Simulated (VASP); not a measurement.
# Be3Te4 in VASP: a series of runs, part 3 of 3

VASP 6.6.1. Earlier steps stand in the parts before.

### Step 6. Single point, PBE

This run uses another cell than the first one, of 25.24 Å³/atom.

File INCAR:

```
SYSTEM = Be3Te4
PREC     = Accurate       ! precision mode
ENCUT    = 520            ! plane-wave cutoff, eV
EDIFF    = 1E-6           ! SCF threshold, eV
ISMEAR   = 0              ! smearing method
SIGMA    = 0.1            ! smearing width, eV
LREAL    = .FALSE.        ! projectors in reciprocal space
LASPH    = .TRUE.         ! aspherical terms in the spheres
NELM     = 100            ! most SCF steps
ALGO     = Normal         ! electronic algorithm
ISIF     = 2              ! what is computed and relaxed
LWAVE    = .FALSE.        ! write WAVECAR
LCHARG   = .FALSE.        ! write CHGCAR
GGA      = PE             ! functional
NBANDS   = 24             ! bands
```

File KPOINTS:

```
regular mesh
0
G
  8 8 4
  0 0 0
```

File POSCAR:

```
Be3Te4
1.0
    3.8807095648      0.0000000000      0.0000000000
    0.0000000000      3.8807095648      0.0000000000
    0.0000000000      0.0000000000     11.7335506317
Be Te
3 4
Direct
    0.5000000000      0.5000000000      0.2487969229
    0.5000000000      0.5000000000      0.7512030771
    0.0000000000      0.0000000000      0.0000000000
    0.5000000000      0.0000000000      0.3693506880
    0.0000000000      0.5000000000      0.6306493120
    0.5000000000      0.0000000000      0.8772794445
    0.0000000000      0.5000000000      0.1227205555
```

Potentials or basis: VASP PAW PBE potentials, release 64 (Be, Te).

Command:

```
cat potpaw_PBE.64/Be/POTCAR potpaw_PBE.64/Te/POTCAR > POTCAR
mpirun -np 1 vasp_std > vasp.out
```

OUTCAR:

```text
SYSTEM = Be3Te4
   PREC = Accurate
   ENCUT = 520
   EDIFF = 1E-6
   ISMEAR = 0
   LREAL = .FALSE.
   LASPH = .TRUE.
   NELM = 100
   ISIF = 2
   GGA = PE

 ion  position               nearest neighbor table
   1  0.500  0.500  0.249-   4 2.40   4 2.40   7 2.44   7 2.44
   2  0.500  0.500  0.751-   5 2.40   5 2.40   6 2.44   6 2.44
   3  0.000  0.000  0.000-   6 2.42   7 2.42   7 2.42   6 2.42
   4  0.500  0.000  0.369-   1 2.40   1 2.40
   5  0.000  0.500  0.631-   2 2.40   2 2.40
   6  0.500  0.000  0.877-   3 2.42   3 2.42   2 2.44   2 2.44
   7  0.000  0.500  0.123-   3 2.42   3 2.42   1 2.44   1 2.44

  LATTYP: Found a simple tetragonal cell.
 ALAT       =     3.8807095648
 C/A-ratio  =     3.0235580467

  Lattice vectors:

 A1 = (   3.8807095648,   0.0000000000,   0.0000000000)
 A2 = (   0.0000000000,   3.8807095648,   0.0000000000)
 A3 = (   0.0000000000,   0.0000000000,  11.7335506317)

Analysis of symmetry for initial positions (statically):
=====================================================================
 Subroutine PRICEL returns:
 Original cell was already a primitive cell.

 Routine SETGRP: Setting up the symmetry group for a
 simple tetragonal supercell.

 Subroutine GETGRP returns: Found  8 space group operations
 (whereof  8 operations were pure point group operations)
 out of a pool of 16 trial point group operations.

The static configuration has the point symmetry D_2d.

Analysis of symmetry for dynamics (positions and initial velocities):
=====================================================================
 Subroutine PRICEL returns:
 Original cell was already a primitive cell.

 Routine SETGRP: Setting up the symmetry group for a
 simple tetragonal supercell.

[... 133 lines left out ...]
     AMIX     =   0.40;   BMIX     =  1.00
     AMIX_MAG =   1.60;   BMIX_MAG =  1.00
  volume/ion in A,a.u.               =      25.24       170.35
  Fermi-wavevector in a.u.,A,eV,Ry     =   0.906493  1.713024 11.180321  0.821730
  Thomas-Fermi vector in A             =   2.030188
   LORBIT       =      0    0 simple, 1 ext, 2 COOP (PROOUT), +10 PAW based schemes
   GGA     = PE    functional components
   LHFCALC =     F    Hartree Fock is set to
   AEXX    =    0.0000 exact exchange contribution
   IVDW    =     0    specifies the selected vdW correction
   LEPSILON=     F    determine dielectric tensor
   LRPA    =     F    only Hartree local field effects (RPA)
 non-spin polarized calculation
 Gauss-broadening in eV      SIGMA  =   0.10
  energy-cutoff  :      520.00
  volume of cell :      176.71
 maximum number of plane-waves:      4800
 NGX is ok and might be reduce to    30
   NGX = 15   NGY = 15   NGZ = 43

 number of electron      29.9999998 magnetization

 Free energy of the ion-electron system (eV)
  ---------------------------------------------------
  ext. energy  EPLUGINS =         0.00000000
  ---------------------------------------------------
  free energy    TOTEN  =       -24.95496394 eV

  energy without entropy =      -24.93816637  energy(sigma->0) =      -24.94656515

 E-fermi :   4.1715     XC(G=0):  -8.8597

 val. band max:        4.1612794180   @ k =   0.2500   0.0000   0.2500
 cond. band min:       4.1998334152   @ k =   0.2500   0.0000   0.5000
 fundamental gap:      0.0385539972
 Fermi energy:         4.1715294686

 k-point     1 :       0.0000    0.0000    0.0000
  band No.  band energies     occupation
      1      -7.7968      2.00000
      2      -7.0858      2.00000
      3      -6.5222      2.00000
      4      -5.8673      2.00000
      5      -0.3550      2.00000
      6       1.7556      2.00000
[... 637 lines left out ...]
     23       9.7678      0.00000
     24      10.2276      0.00000

 [... further k-points ...]

------------------------ aborting loop because EDIFF is reached ----------------------------------------

  FORCE on cell =-STRESS in cart. coord.  units (eV):
  Direction    XX          YY          ZZ          XY          YZ          ZX
  --------------------------------------------------------------------------------------
  -------------------------------------------------------------------------------------
  Total        0.1060514      0.1060514      0.1207568      0.0000000      0.0000000      0.0000000
  in kB        0.9615573      0.9615573      1.0948899      0.0000000      0.0000000      0.0000000
  external PRESSURE =       1.0060015 kB  Pullay stress =       0.0000000 kB

 VOLUME and BASIS-vectors are now :
 -----------------------------------------------------------------------------
  energy-cutoff  :      520.00
  volume of cell :      176.71
      direct lattice vectors                 reciprocal lattice vectors
     3.880709565  0.000000000  0.000000000     0.257684834  0.000000000  0.000000000
     0.000000000  3.880709565  0.000000000     0.000000000  0.257684834  0.000000000
     0.000000000  0.000000000 11.733550632     0.000000000  0.000000000  0.085225694

 POSITION                                       TOTAL-FORCE (eV/Angst)
 -----------------------------------------------------------------------------------
      1.94035      1.94035      2.91927         0.000000      0.000000      0.002259
      1.94035      1.94035      8.81428         0.000000      0.000000     -0.002259
      0.00000      0.00000      0.00000         0.000000      0.000000      0.000000
      1.94035      0.00000      4.33379         0.000000      0.000000      0.018539
      0.00000      1.94035      7.39976         0.000000     -0.000000     -0.018539
      1.94035      0.00000     10.29360        -0.000000      0.000000     -0.000447
      0.00000      1.94035      1.43995         0.000000     -0.000000      0.000447
 -----------------------------------------------------------------------------------
    total drift:                               -0.000000     -0.000000     -0.000000

  FREE ENERGIE OF THE ION-ELECTRON SYSTEM (eV)
  ---------------------------------------------------
  free  energy   TOTEN  =       -24.9549639398 eV

  energy  without entropy=      -24.9381663690  energy(sigma->0) =      -24.94656515
```

Wall time 1.7 min (1 thread of Intel Xeon 6975P-C (Granite Rapids), shared host); peak memory 0.36 GiB.

Results:

```yaml
Free_energy: -24.9550 eV
Pressure: 0.1 GPa
Largest_force: 0.019 eV/Å
Band_gap_on_the_k_mesh: zero (bands 15 and 16 overlap by 2.42 eV)
```

Forces on the atoms (eV/Å):
```
Be   0.000  0.000  0.002
Be   0.000  0.000 -0.002
Be   0.000  0.000  0.000
Te   0.000  0.000  0.019
Te   0.000  0.000 -0.019
Te   0.000  0.000  0.000
Te   0.000  0.000  0.000
```

Caveat: spin-orbit coupling is left out, which moves the levels of the heavy elements; this functional lacks dispersion, which binds the layers, so the pressure and a relaxed spacing across them are unreliable.

### Step 7. Relaxation of cell and atoms, PBE

This run uses another cell than the first one, of 22.29 Å³/atom.

File INCAR:

```
SYSTEM = Be3Te4
PREC = Accurate
ENCUT = 600
EDIFF = 1E-7
ISMEAR = 0
SIGMA = 0.2
LREAL = .False.
LASPH = .True.
NELM = 100
ALGO = Normal
ISIF = 3
LWAVE = .False.
LCHARG = .False.
GGA = PE
IBRION = 2
NSW = 36
EDIFFG = -0.08
```

File KPOINTS:

```
Automatic mesh
0
Gamma
  4 4 2
  0 0 0
```

File POSCAR:

```
Be3Te4
1.0
    3.9500000000      0.0000000000      0.0000000000
    0.0000000000      3.9500000000      0.0000000000
    0.0000000000      0.0000000000     10.0000000000
Be Te
3 4
Direct
    0.5000000000      0.5000000000      0.2800000000
    0.5000000000      0.5000000000      0.7200000000
    0.0000000000      0.0000000000      0.0000000000
    0.5000000000      0.0000000000      0.4200000000
    0.0000000000      0.5000000000      0.5800000000
    0.5000000000      0.0000000000      0.8600000000
    0.0000000000      0.5000000000      0.1400000000
```

Command:

```
cat potpaw_PBE.64/Be/POTCAR potpaw_PBE.64/Te/POTCAR > POTCAR
mpirun -np 1 vasp_std > vasp.out
```

Run time: 5.2 min. Hardware: 1 thread of Intel Xeon 6975P-C (Granite Rapids), shared host; peak memory 0.29 GiB.

Results (log left out):

* Free energy: -24.8736 eV
* Relaxed volume: 25.10 Å³/atom
* Relaxed cell: a = 3.959 Å, b = 3.959 Å, c = 11.214 Å, α = 90.00°, β = 90.00°, γ = 90.00°
* Space group after relaxing (to 0.1 Å): P-4m2 (No. 115)
* Energy gained by relaxing: 66.8 meV/atom
* Ionic steps: 19
* Pressure after relaxing: -0.4 GPa
* Largest force after relaxing: 0.046 eV/Å
* Band gap on the k mesh: zero (bands 15 and 16 overlap by 2.09 eV)

Forces in eV/Å, atoms in the order of the input:
```
Be   0.000  0.000  0.042
Be   0.000  0.000 -0.042
Be   0.000  0.000  0.000
Te   0.000  0.000  0.008
Te   0.000  0.000 -0.008
Te   0.000  0.000 -0.046
Te   0.000  0.000  0.046
```

Stress tensor (GPa, compression positive):
```
-0.50  0.00  0.00
 0.00 -0.50  0.00
 0.00  0.00 -0.20
```

The path:
```tsv
step	energy change (eV)	largest force (eV/Å)	pressure (GPa)	volume (Å³)
1	0.0000	0.2984	4.35	156.03
2	-0.1540	0.2563	-0.73	170.09
3	-0.1581	0.2472	-0.10	167.98
4	-0.1684	0.2432	-0.09	167.97
5	-0.1985	0.2719	-0.03	167.95
6	-0.2681	0.4088	0.11	167.88
7	-0.3929	0.3409	0.73	167.66
8	-0.2170	0.8927	3.55	166.94
9	-0.3978	0.5054	1.25	167.53
10	-0.4031	0.5026	1.19	167.89
11	-0.4158	0.4919	1.04	168.98
12	-0.4293	0.4596	0.79	171.14
13	-0.4275	0.3430	0.54	175.44
14	-0.4306	0.3946	0.61	173.80
15	-0.4393	0.3516	0.40	174.30
16	-0.4561	0.2252	-0.21	175.79
17	-0.4497	0.0717	-1.32	178.81
18	-0.4598	0.1318	-0.65	176.94
19	-0.4675	0.0463	-0.40	175.73
```

Final structure:
```
Be Te
1.0
     3.95853    0.00000    0.00000
     0.00000    3.95853    0.00000
     0.00000    0.00000   11.21422
Be Te
3 4
Direct
  0.50000 0.50000 0.25496
  0.50000 0.50000 0.74504
  0.00000 0.00000 0.00000
  0.50000 0.00000 0.37819
  0.00000 0.50000 0.62181
  0.50000 0.00000 0.87487
  0.00000 0.50000 0.12513
```

Levels at points of the mesh, in eV from the Fermi level:
```tsv
k point	band 13	band 14	band 15	band 16	band 17	band 18
(0.00, 0.00, 0.00)	-0.55	0.81	0.99	0.99	2.46	2.95
(0.50, 0.00, 0.00)	-0.61	-0.29	-0.02	0.97	3.62	3.86
(0.50, 0.50, 0.00)	-2.23	-1.37	-1.37	-0.86	2.75	2.75
(0.00, 0.00, 0.50)	-0.24	-0.06	0.75	0.75	2.54	2.84
(0.50, 0.00, 0.50)	-0.81	-0.72	-0.62	0.97	3.99	4.02
(0.50, 0.50, 0.50)	-1.98	-1.46	-1.46	-1.10	3.37	3.37
```

Caveat: the k points lie up to 0.40 Å⁻¹ apart in the final cell, too coarse for converged energies and pressures of a metal; spin-orbit coupling is left out, which moves the levels of the heavy elements; the relaxation stopped at a loose force limit of 0.08 eV/Å, so its end isn't a converged minimum.

### Step 8. Overview

```tsv
task	cell	k mesh	cutoff (eV)	smearing	gap on the mesh (eV)	pressure (GPa)	largest force (eV/Å)
single point	a = 3.932, b = 3.932, c = 11.124 Å, 7 atoms, atomic positions A	4 × 4 × 2	600	gaussian 0.1 eV	none	0.2	0.04
single point	a = 3.932, b = 3.932, c = 11.124 Å, 7 atoms, atomic positions A	4 × 4 × 2	520	gaussian 0.2 eV	none	0.2	0.02
single point	a = 3.881, b = 3.881, c = 11.734 Å, 7 atoms, atomic positions B	6 × 6 × 2	520	gaussian 0.2 eV	none	0.2	0.06
single point	a = 3.850, b = 3.851, c = 12.540 Å, angles 89.9, 90.1, 90.0°, 7 atoms, atomic positions C	6 × 6 × 2	520	gaussian 0.2 eV	none	0.1	0.02
single point	a = 3.881, b = 3.881, c = 11.734 Å, 7 atoms, atomic positions B	8 × 8 × 4	520	gaussian 0.1 eV	none	0.1	0.02
relaxation of cell and atoms	relaxed from a = 3.950, b = 3.950, c = 10.000 Å, 7 atoms, atomic positions D	4 × 4 × 2	600	gaussian 0.2 eV	none	-0.4	0.05
```

Alike in all rows: level PBE; potentials or basis VASP PAW PBE potentials, release 64 (Be, Te); no spin polarisation.

Caveats: some runs use coarse meshes; spin-orbit coupling is left out, which moves the levels of the heavy elements; this functional lacks dispersion, which binds the layers, so the pressure and a relaxed spacing across them are unreliable (at least some runs); the relaxation stopped at a loose force limit of 0.08 eV/Å, so its end isn't a converged minimum (at least some runs).

Absolute energies hang on the potentials; compare differences alone.
